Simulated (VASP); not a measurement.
Write the native input for VASP 6.6.1 that does the following.

- Task: single point
- Functional: PBE
- Potentials or basis: VASP PAW PBE potentials, release 64 (Mg, Cl)
- Cutoff: 520 eV
- k mesh: 16 × 16 × 16
- Occupations: gaussian, width 0.1 eV
- Spin: no spin polarisation
- Dipole correction: no
- Further INCAR settings: ALGO = Normal; EDIFF = 1e-06; NBANDS = 14

The structure of Mg3Cl lies in POSCAR:

```
Mg3Cl
1.0
   -2.1356785915      2.1356785915      5.2542072844
    2.1356785915     -2.1356785915      5.2542072844
    2.1356785915      2.1356785915     -5.2542072844
Mg Cl
3 1
Direct
    0.5000000000      0.5000000000      0.0000000000
    0.2500000000      0.7500000000      0.5000000000
    0.7500000000      0.2500000000      0.5000000000
    0.0000000000      0.0000000000      0.0000000000
```

These files were run (other wordings do the same):

INCAR

```
SYSTEM = Mg3Cl
PREC     = Accurate       ! precision mode
ENCUT    = 520            ! plane-wave cutoff, eV
EDIFF    = 1E-6           ! SCF threshold, eV
ISMEAR   = 0              ! smearing method
SIGMA    = 0.1            ! smearing width, eV
LREAL    = .False.        ! projectors in reciprocal space
LASPH    = .True.         ! aspherical terms in the spheres
NELM     = 80             ! most SCF steps
ALGO     = Normal         ! electronic algorithm
ISIF     = 2              ! what is computed and relaxed
LWAVE    = .False.        ! write WAVECAR
LCHARG   = .False.        ! write CHGCAR
GGA      = PE             ! functional
NBANDS   = 14             ! bands
```

KPOINTS

```
regular mesh
0
Gamma
  16 16 16
  0 0 0
```

Potentials or basis: VASP PAW PBE potentials, release 64 (Mg, Cl).

Run with:

```bash
$ cat potpaw_PBE.64/Mg/POTCAR potpaw_PBE.64/Cl/POTCAR > POTCAR
$ mpirun -np 1 vasp_std > vasp.out
```

Results of the run:

```json
{
 "Pressure": "-0.1 GPa",
 "Band gap on the k mesh": "zero (an odd number of electrons rules out a gap without spin polarisation)"
}
```

Wall time 6.9 min on 1 thread of Intel(R) Xeon(R) 6975P-C (Granite Rapids), on a shared host, peak memory 0.64 GiB.
